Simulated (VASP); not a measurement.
Write the native input for VASP 6.6.1 that does the following.

```yaml
Task: single point
Functional: PBE
Potentials_or_basis: VASP PAW PBE potentials, release 64 (Ag, Cl)
Cutoff: 520 eV
k_mesh: 8 × 8 × 8
Occupations: gaussian, width 0.02 eV
Spin: no spin polarisation
Dipole_correction: no
Further_INCAR_settings: ALGO = Normal; EDIFF = 1e-06; NBANDS = 16
```

The structure of AgCl lies in POSCAR:

```
AgCl
1.0
    0.0000000000      2.8426728705      2.8426728705
    2.8426728705      0.0000000000      2.8426728705
    2.8426728705      2.8426728705      0.0000000000
Ag Cl
1 1
Direct
    0.5000000000      0.5000000000      0.5000000000
    0.0000000000      0.0000000000      0.0000000000
```

This cell differs from its parent crystal: strained.

One way to write it, as run:

INCAR

```
SYSTEM = AgCl
PREC = Accurate
ENCUT = 520
EDIFF = 1E-6
ISMEAR = 0
SIGMA = 0.02
LREAL = .FALSE.
LASPH = .TRUE.
NELM = 80
ALGO = Normal
ISIF = 2
LWAVE = .FALSE.
LCHARG = .FALSE.
GGA = PE
NBANDS = 16
```

KPOINTS

```
Automatic mesh
0
G
  8 8 8
  0 0 0
```

Potentials or basis: VASP PAW PBE potentials, release 64 (Ag, Cl).

Run with:

```sh
$ cat potpaw_PBE.64/Ag/POTCAR potpaw_PBE.64/Cl/POTCAR > POTCAR
$ mpirun -np 1 vasp_std > vasp.out
```

Results of the run:

The pressure is -1.6 GPa and the band gap on the k mesh is 0.94 eV (least direct gap 2.96 eV).

Caveat: the cell differs from its parent crystal (strained).

Run time: 14 s on 1 thread of AMD EPYC 7R13 Processor (Zen 3) (shared host), peak memory 0.14 GiB.
